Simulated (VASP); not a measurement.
Write the native input for VASP 6.6.1 that does the following.

* Task: single point
* Functional: LDA
* Potentials or basis: VASP PAW LDA potentials, release 64 (La, B, Rh_pv)
* Cutoff: 520 eV
* k mesh: 5 × 5 × 5
* Occupations: methfessel-paxton, width 0.05 eV
* Spin: no spin polarisation
* Dipole correction: no
* Further INCAR settings: ALGO = Normal; EDIFF = 1e-06; NBANDS = 38

The structure of LaBRh3 lies in POSCAR:

```
LaBRh3
1.0
    4.2420000000      0.0000000000      0.0000000000
    0.0000000000      4.2420000000      0.0000000000
    0.0000000000      0.0000000000      4.2420000000
La B Rh
1 1 3
Direct
    0.0000000000      0.0000000000      0.0000000000
    0.5000000000      0.5000000000      0.5000000000
    0.0000000000      0.5000000000      0.5000000000
    0.5000000000      0.0000000000      0.5000000000
    0.5000000000      0.5000000000      0.0000000000
```

One way to write it, as run:

INCAR

```
PREC = Accurate
ENCUT = 520
EDIFF = 1E-6
ISMEAR = 1
SIGMA = 0.05
LREAL = False
LASPH = True
NELM = 80
ALGO = Normal
ISIF = 2
LWAVE = False
LCHARG = False
GGA = CA
NBANDS = 38
```

KPOINTS

```
Automatic mesh
0
Gamma
  5 5 5
```

Potentials or basis: VASP PAW LDA potentials, release 64 (La, B, Rh_pv).

Run with:

```sh
$ cat potpaw_LDA.64/La/POTCAR potpaw_LDA.64/B/POTCAR potpaw_LDA.64/Rh_pv/POTCAR > POTCAR
$ mpirun -np 1 vasp_std > vasp.out
```

Results of the run:

* Pressure: -6.5 GPa
* Band gap on the k mesh: zero (an odd number of electrons rules out a gap without spin polarisation)

Caveat: the cell stands under tension; spin-orbit coupling is left out, which moves the levels of the heavy elements.

Run time: 39 s on 1 thread of Intel Xeon 8259CL, on a shared host, peak memory 0.18 GiB.
